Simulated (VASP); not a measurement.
Write the native input for VASP 6.6.1 that does the following.

* Task: single point
* Functional: LDA
* Potentials or basis: VASP PAW LDA potentials, release 64 (Ti_sv, H)
* Cutoff: 520 eV
* k mesh: 7 × 7 × 4
* Occupations: methfessel-paxton, width 0.05 eV
* Spin: no spin polarisation
* Dipole correction: no
* Further INCAR settings: ALGO = Normal; EDIFF = 1e-06; NBANDS = 21

The structure of TiH lies in POSCAR:

```
TiH
1.0
    2.6305183908      0.0000000000      0.0000000000
   -1.3152591954      2.2780957515      0.0000000000
    0.0000000000      0.0000000000      4.8013747560
Ti H
2 2
Direct
    0.0000000000      0.0000000000      0.0000000000
    0.0000000000      0.0000000000      0.5000000000
    0.6666666667      0.3333333333      0.7500000000
    0.3333333333      0.6666666667      0.2500000000
```

One way to write it, as run:

INCAR

```
SYSTEM = TiH
ALGO = Normal
EDIFF = 1E-6
ENCUT = 520
ISIF = 2
ISMEAR = 1
LASPH = .True.
LCHARG = .True.
LELF = .True.
LREAL = .False.
LVHAR = .True.
LWAVE = .False.
NBANDS = 21
NELM = 60
PREC = Accurate
SIGMA = 0.05
```

KPOINTS

```
k-points
0
Gamma
  7 7 4
  0 0 0
```

Potentials or basis: VASP PAW LDA potentials, release 64 (Ti_sv, H).

Run with:

```console
$ cat potpaw_LDA.64/Ti_sv/POTCAR potpaw_LDA.64/H/POTCAR > POTCAR
$ mpirun -np 1 vasp_std > vasp.out
```

It gave:

The pressure is 40.1 GPa. The band gap on the k mesh is zero (band 13 reaches 12.56 eV, above the bottom of band 14 at 10.81 eV).

Caveat: the k points lie up to 0.39 Å⁻¹ apart.

Wall time 6.2 s on 1 thread of Intel(R) Xeon(R) 6975P-C (Granite Rapids) (shared host), peak memory 0.13 GiB.
